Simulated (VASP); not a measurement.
A run of VASP 6.6.1 is set up as follows.

INCAR

```
SYSTEM = O
PREC = Accurate
ENCUT = 520
EDIFF = 1E-6
ISMEAR = -1
SIGMA = 0.03
LREAL = .False.
LASPH = .True.
NELM = 100
ALGO = Normal
ISIF = 2
LWAVE = .False.
LCHARG = .False.
GGA = PS
NBANDS = 20
```

Contents of KPOINTS:

```
Automatic mesh
0
Gamma
  13 13 5
  0 0 0
```

POSCAR

```
O
1.0
    2.5263871965      0.0000000000      0.0000000000
   -1.2631935983      2.1879154920      0.0000000000
    0.0000000000      0.0000000000      6.4861377555
O
4
Direct
    0.3333333333      0.6666666667      0.1610000000
    0.6666666667      0.3333333333      0.6610000000
    0.3333333333      0.6666666667      0.3390000000
    0.6666666667      0.3333333333      0.8390000000
```

Potentials or basis: VASP PAW PBE potentials, release 64 (O).

Launch:

```bash
$ cat potpaw_PBE.64/O/POTCAR > POTCAR
$ mpirun -np 1 vasp_std > vasp.out
```

Estimate the largest force.

6.392 eV/Å.

What does it give for the pressure?

25.6 GPa.

What does it give for the band gap on the k mesh?

Zero (band 12 reaches 4.02 eV, above the bottom of band 13 at 1.90 eV).

Stress tensor (GPa, compression positive):
```
-3.98  0.00  0.00
 0.00 -3.98  0.00
 0.00  0.00 84.74
```

Caveat: the standard files for N, O and F lose accuracy on very short bonds; spin is off for a triplet molecule; the PAW data sets were made with another functional, which shifts forces and pressure a little.
